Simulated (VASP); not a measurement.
# MgO (P6_3/mmc) in VASP: notebook

Runs on MgO. Level: PBE. Tasks: single point.

All numbers are computed with VASP 6.6.1; they aren't measurements. Logs are shortened: lines on timing, memory, paths and dates and some standing lists are left out, and cuts for length are marked.

### Step 1. The cell of the first run

It takes space group P6_3/mmc (No. 194, hexagonal). Conventional cell: a = 3.592 Å, b = 3.592 Å, c = 4.027 Å, α = 90.00°, β = 90.00°, γ = 120.00°. Mg (site symmetry -6m2) has 5 O at 2.01 to 2.07 Å within 2.7 Å. Within 2.7 Å of O (site symmetry -6m2) lie 5 Mg at 2.01 to 2.07 Å.

### Step 2. Single point, PBE

Contents of INCAR:

```
SYSTEM = MgO
PREC = Accurate ; ENCUT = 520
EDIFF = 1E-7 ; ISMEAR = 0
SIGMA = 0.05 ; LREAL = .FALSE.
LASPH = .TRUE. ; NELM = 80
ALGO = Normal ; ISIF = 2
LWAVE = .FALSE. ; LCHARG = .FALSE.
GGA = PE ; NBANDS = 16
```

Contents of KPOINTS:

```
Automatic mesh
0
G
  9 9 6
  0 0 0
```

Contents of POSCAR:

```
MgO
1.0
    3.5917000000      0.0000000000      0.0000000000
   -1.7958500000      3.1105034428      0.0000000000
    0.0000000000      0.0000000000      4.0274000000
Mg O
2 2
Direct
    0.6666666667      0.3333333333      0.7500000000
    0.3333333333      0.6666666667      0.2500000000
    0.6666666667      0.3333333333      0.2500000000
    0.3333333333      0.6666666667      0.7500000000
```

Potentials or basis: VASP PAW PBE potentials, release 64 (Mg, O).

On the command line:

```
$ cat potpaw_PBE.64/Mg/POTCAR potpaw_PBE.64/O/POTCAR > POTCAR
$ mpirun -np 1 vasp_std > vasp.out
```

OUTCAR:

```text
SYSTEM = MgO
   PREC = Accurate
   ENCUT = 520
   EDIFF = 1E-7
   ISMEAR = 0
   LREAL = .FALSE.
   LASPH = .TRUE.
   NELM = 80
   ISIF = 2
   GGA = PE

 ion  position               nearest neighbor table
   1  0.667  0.333  0.750-   3 2.01   3 2.01   4 2.07   4 2.07   4 2.07   2 2.89   2 2.89   2 2.89
                             2 2.89   2 2.89   2 2.89
   2  0.333  0.667  0.250-   4 2.01   4 2.01   3 2.07   3 2.07   3 2.07   1 2.89   1 2.89   1 2.89
                             1 2.89   1 2.89   1 2.89
   3  0.667  0.333  0.250-   1 2.01   1 2.01   2 2.07   2 2.07   2 2.07
   4  0.333  0.667  0.750-   2 2.01   2 2.01   1 2.07   1 2.07   1 2.07

  LATTYP: Found a hexagonal cell.
 ALAT       =     3.5917000000
 C/A-ratio  =     1.1213074589

  Lattice vectors:

 A1 = (   3.5917000000,   0.0000000000,   0.0000000000)
 A2 = (  -1.7958500000,   3.1105034428,   0.0000000000)
 A3 = (   0.0000000000,   0.0000000000,   4.0274000000)

Analysis of symmetry for initial positions (statically):
=====================================================================
 Subroutine PRICEL returns:
 Original cell was already a primitive cell.

 Routine SETGRP: Setting up the symmetry group for a
 hexagonal supercell.

 Subroutine GETGRP returns: Found 24 space group operations
 (whereof 12 operations were pure point group operations)
 out of a pool of 24 trial point group operations.

The static configuration has the point symmetry D_3d.
 The point group associated with its full space group is D_6h.

Analysis of symmetry for dynamics (positions and initial velocities):
=====================================================================
 Subroutine PRICEL returns:
 Original cell was already a primitive cell.

 Routine SETGRP: Setting up the symmetry group for a
 hexagonal supercell.

 Subroutine GETGRP returns: Found 24 space group operations
 (whereof 12 operations were pure point group operations)
 out of a pool of 24 trial point group operations.

The dynamic configuration has the point symmetry D_3d.
 The point group associated with its full space group is D_6h.

 Subroutine INISYM returns: Found 24 space group operations
 (whereof 12 operations are pure point group operations),
 and found     1 'primitive' translations

----------------------------------------------------------------------------------------

                                     Primitive cell

  volume of cell :      44.9941

  direct lattice vectors                    reciprocal lattice vectors
     3.591700000  0.000000000  0.000000000     0.278419690  0.160745683  0.000000000
    -1.795850000  3.110503443  0.000000000     0.000000000  0.321491366  0.000000000
     0.000000000  0.000000000  4.027400000     0.000000000  0.000000000  0.248299151

  length of vectors
     3.591700000  3.591700000  4.027400000     0.321491366  0.321491366  0.248299151

  position of ions in fractional coordinates (direct lattice)
     0.666666667  0.333333333  0.750000000
     0.333333333  0.666666667  0.250000000
     0.666666667  0.333333333  0.250000000
     0.333333333  0.666666667  0.750000000

  ion indices of the primitive-cell ions
   primitive index   ion index
                 1           1
                 2           2
                 3           3
                 4           4

----------------------------------------------------------------------------------------

 KPOINTS: Automatic mesh

Automatic generation of k-mesh.
 Grid dimensions read from file:
 generate k-points for:    9    9    6

 Generating k-lattice:

  Cartesian coordinates                     Fractional coordinates (reciprocal lattice)
     0.030935521  0.017860631  0.000000000     0.111111111  0.000000000  0.000000000
     0.000000000  0.035721263  0.000000000     0.000000000  0.111111111  0.000000000
     0.000000000  0.000000000  0.041383192     0.000000000  0.000000000  0.166666667

  Length of vectors
     0.035721263  0.035721263  0.041383192

  Shift w.r.t. Gamma in fractional coordinates (k-lattice)
     0.000000000  0.000000000  0.000000000

 Subroutine IBZKPT returns following result:
 ===========================================

 Found     48 irreducible k-points:

 Following reciprocal coordinates:
            Coordinates               Weight
  0.000000  0.000000  0.000000      1.000000
  0.111111 -0.000000  0.000000      6.000000
  0.222222 -0.000000  0.000000      6.000000
  0.333333 -0.000000  0.000000      6.000000
  0.444444 -0.000000  0.000000      6.000000
  0.111111  0.111111  0.000000      6.000000
[... 16 lines left out ...]
  0.333333  0.222222  0.166667     24.000000
  0.333333  0.333333  0.166667      4.000000
 [... further k-points ...]
   k-points           NKPTS =     48   k-points in BZ     NKDIM =     48   number of bands    NBANDS=     16
   number of dos      NEDOS =    301   number of ions     NIONS =      4
   total plane-waves  NPLWV =  23520
   dimension x,y,z NGX =    28 NGY =   28 NGZ =   30
   dimension x,y,z NGXF=    56 NGYF=   56 NGZF=   60
   ions per type =               2   2
   NGX,Y,Z   is equivalent  to a cutoff of  12.96, 12.96, 12.38 a.u.
   NGXF,Y,Z  is equivalent  to a cutoff of  25.92, 25.92, 24.77 a.u.
 SYSTEM =  MgO
   PREC   = accura    normal or accurate (medium, high low for compatibility)
   ISTART =      0    job   : 0-new  1-cont  2-samecut
   ICHARG =      2    charge: 1-file 2-atom 10-const
   ISPIN  =      1    spin polarized calculation?
   LNONCOLLINEAR =      F non collinear calculations
   LSORBIT =      F    spin-orbit coupling
   LASPH  =      T    aspherical Exc in radial PAW
   ENCUT  =  520.0 eV  38.22 Ry    6.18 a.u.   6.68  6.68  7.49*2*pi/ulx,y,z
   NELM   =     80;   NELMIN=  2; NELMDL= -5     # of ELM steps
   EDIFF  = 0.1E-06   stopping-criterion for ELM
   LREAL  =      F    real-space projection
   EDIFFG = 0.1E-05   stopping-criterion for IOM
   NSW    =      0    number of steps for IOM
   IBRION =     -1    ionic relax: 0-MD 1-quasi-New 2-CG
   NFREE  =      0    steps in history (QN), initial steepest desc. (CG)
   ISIF   =      2    stress and relaxation
   ISYM   =      2    0-nonsym 1-usesym 2-fastsym
   POTIM  = 0.5000    time-step for ionic-motion
   TEBEG  =    0.0;   TEEND  =   0.0 temperature during run
   PSTRESS=    0.0 pullay stress
   NELECT =      16.0000    total number of electrons
   NUPDOWN=      -1.0000    fix difference up-down
   EMIN   =  10.00;   EMAX   =-10.00  energy-range for DOS
   EFERMI =   0.00;   METHOD = LEGACY
   ISMEAR =     0;   SIGMA  =   0.05  broadening in eV -4-tet -1-fermi 0-gaus
   EFERMI_NEDOS =   21; number of points for ismear=-14 and -15
   IALGO  =     38    algorithm
   IMIX   =      4    mixing-type and parameters
     AMIX     =   0.40;   BMIX     =  1.00
     AMIX_MAG =   1.60;   BMIX_MAG =  1.00
  volume/ion in A,a.u.               =      11.25        75.91
  Fermi-wavevector in a.u.,A,eV,Ry     =   1.159835  2.191771 18.302801  1.345218
  Thomas-Fermi vector in A             =   2.296424
   LORBIT       =      0    0 simple, 1 ext, 2 COOP (PROOUT), +10 PAW based schemes
   GGA     = PE    functional components
   LHFCALC =     F    Hartree Fock is set to
   AEXX    =    0.0000 exact exchange contribution
   IVDW    =     0    specifies the selected vdW correction
   LEPSILON=     F    determine dielectric tensor
   LRPA    =     F    only Hartree local field effects (RPA)
 non-spin polarized calculation
 Gauss-broadening in eV      SIGMA  =   0.05
  energy-cutoff  :      520.00
  volume of cell :       44.99
 maximum number of plane-waves:      1230
 NGX is ok and might be reduce to    28

 number of electron      15.9999994 magnetization

 Free energy of the ion-electron system (eV)
  ---------------------------------------------------
  ext. energy  EPLUGINS =         0.00000000
  ---------------------------------------------------
  free energy    TOTEN  =       -23.58928213 eV

  energy without entropy =      -23.58928213  energy(sigma->0) =      -23.58928213

 E-fermi :   2.0212     XC(G=0):  -9.9478

 val. band max:        1.7244969420   @ k =   0.0000   0.0000   0.0000
 cond. band min:       5.1385386442   @ k =   0.0000   0.0000   0.0000
 fundamental gap:      3.4140417023
 Fermi energy:         2.0211978187

 k-point     1 :       0.0000    0.0000    0.0000
  band No.  band energies     occupation
      1     -15.0294      2.00000
      2     -13.5937      2.00000
      3      -1.5877      2.00000
      4       0.0315      2.00000
      5       0.0315      2.00000
      6       1.1293      2.00000
[... 8 lines left out ...]
     15      17.1281      0.00000
     16      17.1993      0.00000

 k-point     2 :       0.1111   -0.0000    0.0000
  band No.  band energies     occupation
      1     -14.9738      2.00000
      2     -13.6120      2.00000
      3      -1.5020      2.00000
      4      -0.1318      2.00000
      5      -0.0660      2.00000
      6       0.8470      2.00000
[... 8 lines left out ...]
     15      16.6920      0.00000
     16      16.8270      0.00000

 k-point     3 :       0.2222   -0.0000    0.0000
  band No.  band energies     occupation
      1     -14.8198      2.00000
      2     -13.6712      2.00000
      3      -1.2565      2.00000
      4      -0.6254      2.00000
      5      -0.2710      2.00000
      6       0.4533      2.00000
[... 8 lines left out ...]
     15      15.8431      0.00000
     16      16.6312      0.00000

 k-point     4 :       0.3333   -0.0000    0.0000
  band No.  band energies     occupation
      1     -14.6063      2.00000
      2     -13.7754      2.00000
      3      -1.1958      2.00000
      4      -0.8931      2.00000
      5      -0.4625      2.00000
      6       0.2300      2.00000
[... 8 lines left out ...]
     15      15.3570      0.00000
     16      16.8043      0.00000
[... 324 lines left out ...]
 k-point    22 :       0.2222    0.2222    0.1667
  band No.  band energies     occupation
      1     -14.4288      2.00000
      2     -13.8631      2.00000
      3      -1.3486      2.00000
      4      -1.2978      2.00000
      5      -0.2856      2.00000
      6       0.1590      2.00000
[... 8 lines left out ...]
     15      16.5931      0.00000
     16      17.2306      0.00000

 k-point    23 :       0.3333    0.2222    0.1667
  band No.  band energies     occupation
      1     -14.2564      2.00000
      2     -13.9740      2.00000
      3      -1.6193      2.00000
      4      -1.0658      2.00000
      5      -0.6461      2.00000
      6       0.3915      2.00000
[... 8 lines left out ...]
     15      16.4169      0.00000
     16      17.4448      0.00000

 k-point    24 :       0.3333    0.3333    0.1667
  band No.  band energies     occupation
      1     -14.1046      2.00000
      2     -14.1046      2.00000
      3      -1.6167      2.00000
      4      -0.9319      2.00000
      5      -0.9319      2.00000
      6       0.7280      2.00000
[... 8 lines left out ...]
     15      16.3043      0.00000
     16      18.1016      0.00000

 [... further k-points ...]
[... 5 lines left out ...]
  --------------------------------------------------------------------------------------
  -------------------------------------------------------------------------------------
  Total       -0.5265810     -0.5265810      3.2769632      0.0000000      0.0000000      0.0000000
  in kB      -18.7508189    -18.7508189    116.6881183      0.0000000      0.0000000      0.0000000
  external PRESSURE =      26.3954935 kB  Pullay stress =       0.0000000 kB

 VOLUME and BASIS-vectors are now :
 -----------------------------------------------------------------------------
  energy-cutoff  :      520.00
  volume of cell :       44.99
      direct lattice vectors                 reciprocal lattice vectors
     3.591700000  0.000000000  0.000000000     0.278419690  0.160745683  0.000000000
    -1.795850000  3.110503443  0.000000000     0.000000000  0.321491366  0.000000000
     0.000000000  0.000000000  4.027400000     0.000000000  0.000000000  0.248299151

 POSITION                                       TOTAL-FORCE (eV/Angst)
 -----------------------------------------------------------------------------------
      1.79585      1.03683      3.02055        -0.000000      0.000000      0.000000
     -0.00000      2.07367      1.00685        -0.000000     -0.000000      0.000000
      1.79585      1.03683      1.00685        -0.000000      0.000000     -0.000000
     -0.00000      2.07367      3.02055         0.000000      0.000000      0.000000
 -----------------------------------------------------------------------------------
    total drift:                               -0.000000      0.000000     -0.000000

  FREE ENERGIE OF THE ION-ELECTRON SYSTEM (eV)
  ---------------------------------------------------
  free  energy   TOTEN  =       -23.5892821316 eV

  energy  without entropy=      -23.5892821316  energy(sigma->0) =      -23.58928213
```

It took 18 s on 1 thread of Intel Xeon 6975P-C (Granite Rapids), shared host; peak memory 0.17 GiB.

Results:

- Free energy: -23.5893 eV
- Pressure: 2.6 GPa
- Band gap on the k mesh: 3.41 eV, direct

Levels at points of the mesh, in eV from the valence-band top:
| k point | band 4 | band 5 | band 6 | band 7 | band 8 | band 9 | band 10 | band 11 | band 12 | band 13 |
| --- | --- | --- | --- | --- | --- | --- | --- | --- | --- | --- |
| (0.00, 0.00, 0.00) | -1.69 | -1.69 | -0.60 | -0.60 | 0.00 | 3.41 | 9.69 | 12.09 | 12.09 | 12.80 |
| (0.00, 0.00, 0.50) | -2.34 | -1.17 | -1.17 | -1.17 | -1.17 | 6.51 | 6.51 | 12.45 | 12.45 | 12.45 |

### Step 3. Single point, PBE

This run uses another cell than the first one, of 11.38 Å³/atom, 1.011 times its volume.

Contents of INCAR:

```
PREC = Accurate ; ENCUT = 520
EDIFF = 1E-6 ; ISMEAR = 0
SIGMA = 0.05 ; LREAL = F
LASPH = T ; NELM = 60
ALGO = Normal ; ISIF = 2
LWAVE = F ; LCHARG = F
GGA = PE ; NBANDS = 16
```

Contents of KPOINTS:

```
Automatic mesh
0
Gamma
  9 9 6
```

Contents of POSCAR:

```
MgO
1.0
    3.5565000000      0.0000000000      0.0000000000
   -1.7782500000      3.0800193485      0.0000000000
    0.0000000000      0.0000000000      4.1546000000
Mg O
2 2
Direct
    0.6666666667      0.3333333333      0.7500000000
    0.3333333333      0.6666666667      0.2500000000
    0.6666666667      0.3333333333      0.2500000000
    0.3333333333      0.6666666667      0.7500000000
```

Potentials or basis: VASP PAW PBE potentials, release 64 (Mg, O).

On the command line:

```
$ cat potpaw_PBE.64/Mg/POTCAR potpaw_PBE.64/O/POTCAR > POTCAR
$ mpirun -np 1 vasp_std > vasp.out
```

Wall time 18 s (1 thread of Intel Xeon 6975P-C (Granite Rapids), shared host); peak memory 0.18 GiB.

Results (log left out):

```
Free energy            : -23.6623 eV
Pressure               : -0.3 GPa
Band gap on the k mesh : 3.30 eV, direct
```

Stress tensor (GPa, compression positive):
```
-1.85  0.00  0.00
 0.00 -1.85  0.00
 0.00  0.00  2.91
```

Levels at points of the mesh, in eV from the valence-band top:
```
           k point  band 6  band 7  band 8  band 9  band 10  band 11
(0.00, 0.00, 0.00)   -0.69   -0.69    0.00    3.30     9.34    12.19
(0.00, 0.00, 0.50)   -1.20   -1.20   -1.20    6.35     6.35    12.55
```

### Step 4. Single point, PBE

This run uses another cell than the first one, of the same volume but with other edges.

Contents of INCAR:

```
SYSTEM = MgO
ALGO = Normal
EDIFF = 1E-6
ENCUT = 520
GGA = PE
ISIF = 2
ISMEAR = 0
LASPH = .True.
LCHARG = .True.
LELF = .True.
LREAL = .False.
LVHAR = .True.
LWAVE = .False.
NBANDS = 16
NELM = 60
PREC = Accurate
SIGMA = 0.05
```

Contents of KPOINTS:

```
k-points
0
Gamma
  9 9 6
  0 0 0
```

Contents of POSCAR:

```
MgO
1.0
    3.5213164829      0.0000000000      0.0000000000
   -1.7606582415      3.0495495290      0.0000000000
    0.0000000000      0.0000000000      4.1970000000
Mg O
2 2
Direct
    0.6666666667      0.3333333333      0.7500000000
    0.3333333333      0.6666666667      0.2500000000
    0.6666666667      0.3333333333      0.2500000000
    0.3333333333      0.6666666667      0.7500000000
```

On the command line:

```
$ cat potpaw_PBE.64/Mg/POTCAR potpaw_PBE.64/O/POTCAR > POTCAR
$ mpirun -np 1 vasp_std > vasp.out
```

Run time: 16 s. Hardware: 1 thread of Intel Xeon 6975P-C (Granite Rapids), shared host; peak memory 0.18 GiB.

The run converged. Its results:

```yaml
Free_energy: -23.6732 eV
Pressure: 0.7 GPa
Band_gap_on_the_k_mesh: 3.32 eV, direct
```

Stress tensor (GPa, compression positive):
```
0.18 0.00 0.00
0.00 0.18 0.00
0.00 0.00 1.74
```

Levels at points of the mesh, in eV from the valence-band top:
```
           k point  band 5  band 6  band 7  band 8  band 9  band 10  band 11  band 12
(0.00, 0.00, 0.00)   -1.69   -0.76   -0.76    0.00    3.32     9.31    12.12    12.35
(0.00, 0.00, 0.50)   -1.24   -1.24   -1.24   -1.24    6.35     6.35    12.71    12.71
```

### Step 5. Single point, PBE

This run uses another cell than the first one, of 11.60 Å³/atom, 1.032 times its volume.

Contents of INCAR:

```
PREC = Accurate ; ENCUT = 520
EDIFF = 1E-6 ; ISMEAR = 0
SIGMA = 0.05 ; LREAL = False
LASPH = True ; NELM = 80
ALGO = Normal ; ISIF = 2
LWAVE = False ; LCHARG = False
GGA = PE ; NBANDS = 16
```

Contents of KPOINTS:

```
Automatic mesh
0
Gamma
  9 9 6
```

Contents of POSCAR:

```
MgO
1.0
    3.5917000000      0.0000000000      0.0000000000
   -1.7958500000      3.1105034428      0.0000000000
    0.0000000000      0.0000000000      4.1546000000
Mg O
2 2
Direct
    0.6666666667      0.3333333333      0.7500000000
    0.3333333333      0.6666666667      0.2500000000
    0.6666666667      0.3333333333      0.2500000000
    0.3333333333      0.6666666667      0.7500000000
```

On the command line:

```
$ cat potpaw_PBE.64/Mg/POTCAR potpaw_PBE.64/O/POTCAR > POTCAR
$ mpirun -np 1 vasp_std > vasp.out
```

It took 30 s on 1 thread of AMD EPYC 9R45 (Zen 5), shared host; peak memory 0.14 GiB.

Results (log left out):

* Free energy: -23.6462 eV
* Pressure: -2.3 GPa
* Band gap on the k mesh: 3.22 eV, direct

Stress tensor (GPa, compression positive):
```
-4.22  0.00  0.00
 0.00 -4.22  0.00
 0.00  0.00  1.44
```

Levels at points of the mesh, in eV from the valence-band top:
```
           k point  band 4  band 5  band 6  band 7  band 8  band 9  band 10  band 11  band 12  band 13
(0.00, 0.00, 0.00)   -1.63   -1.63   -0.64   -0.64    0.00    3.22     9.24    12.02    12.02    12.21
(0.00, 0.00, 0.50)   -2.30   -1.15   -1.15   -1.15   -1.15    6.27     6.27    12.38    12.38    12.38
```

### Step 6. Summary

```csv
cell,gap on the mesh (eV),pressure (GPa)
"a = 3.592, b = 3.592, c = 4.027 Å, angles 90.0, 90.0, 120.0°, 4 atoms",3.41,2.6
"a = 3.557, b = 3.556, c = 4.155 Å, angles 90.0, 90.0, 120.0°, 4 atoms",3.30,-0.3
"a = 3.521, b = 3.521, c = 4.197 Å, angles 90.0, 90.0, 120.0°, 4 atoms",3.32,0.7
"a = 3.592, b = 3.592, c = 4.155 Å, angles 90.0, 90.0, 120.0°, 4 atoms",3.22,-2.3
```

Alike in all rows: task single point; level PBE; potentials or basis VASP PAW PBE potentials, release 64 (Mg, O); no spin polarisation; k mesh 9 × 9 × 6; cutoff (eV) 520; smearing gaussian 0.05 eV.

Absolute energies hang on the potentials; compare differences alone.
